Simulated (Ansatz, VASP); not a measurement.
## In2As2F in VASP and in Ansatz

INCAR

```
PREC     = Accurate       # precision mode
ENCUT    = 520            # plane-wave cutoff, eV
EDIFF    = 1E-7           # SCF threshold, eV
ISMEAR   = 0              # smearing method
SIGMA    = 0.1            # smearing width, eV
LREAL    = False          # projectors in reciprocal space
LASPH    = True           # aspherical terms in the spheres
NELM     = 60             # most SCF steps
ALGO     = Normal         # electronic algorithm
ISIF     = 2              # what is computed and relaxed
LWAVE    = False          # write WAVECAR
LCHARG   = False          # write CHGCAR
LDIPOL   = True         
IDIPOL   = 3            
DIPOL    = 0.5 0.5 0.331
GGA      = PE             # functional
IVDW     = 12             # dispersion correction
NBANDS   = 30             # bands
```

The input KPOINTS:

```
regular mesh
0
Gamma
  6 6 1
```

File POSCAR:

```
In2As2F
1.0
    4.3220706728      0.0000000000      0.0000000000
   -2.1610353364      3.7430229996      0.0000000000
    0.0000000000      0.0000000000     21.7386927254
As In F
2 2 1
Direct
    0.0000000000      0.0000000000      0.1840037048
    0.3333333333      0.6666666667      0.3557112061
    0.3333333333      0.6666666667      0.2245875152
    0.6666666667      0.3333333333      0.3881876814
    1.1111111111      0.4444444444      0.5031899969
```

Input for Ansatz:

```yaml
crystal:
  lattice:
    - [4.3220706728, 0.0, 0.0]
    - [-2.1610353364, 3.7430229996, 0.0]
    - [0.0, 0.0, 21.7386927254]
  atoms:
    - { symbol: As, position: [0.0, 0.0, 0.1840037048] }
    - { symbol: In, position: [0.3333333333, 0.6666666667, 0.2245875152] }
    - { symbol: As, position: [0.3333333333, 0.6666666667, 0.3557112061] }
    - { symbol: In, position: [0.6666666667, 0.3333333333, 0.3881876814] }
    - { symbol: F, position: [1.1111111111, 0.4444444444, 0.5031899969] }
basis:
  ecutwfc: 420
kpoints:
  mp_grid: { grid: [6, 6, 1] }
hamiltonian:
  xc: pbe
  pseudopotentials: { kind: paw, azcp: { folder: soft_1 } }
  dispersion: d3bj
scf:
  occupations: { method: gaussian, width: 0.1 }
output:
  forces: true
  eigenvalues: true
efield:
  axis: 3
  dipole_correction: true
  ramp_width: 0.04
```

Alike in both runs: task single point; functional PBE; dispersion D3(BJ); k mesh 6 × 6 × 1; occupations gaussian, width 0.1 eV; no spin polarisation.

|  | VASP | Ansatz |
| --- | --- | --- |
| version | VASP 6.6.1 | Ansatz 0.2.0 |
| potentials or method | VASP PAW PBE potentials, release 64 (As, In_d, F), cutoff 520 eV | scalar-relativistic, plane waves, PAW |
| valence electrons in the cell | 43 | 63 |

```tsv
	VASP	Ansatz	Ansatz less VASP
gap on the k mesh at the Fermi level (eV)	none	none	-
rms of the force components (eV/Å)	0.604	0.604	+0.0002
```

A gap of «none» marks a metal or a gap that the smearing closes. VASP's potentials hold 43 valence electrons a cell and Ansatz's 63, so a difference there can come from the potentials and not from the codes.
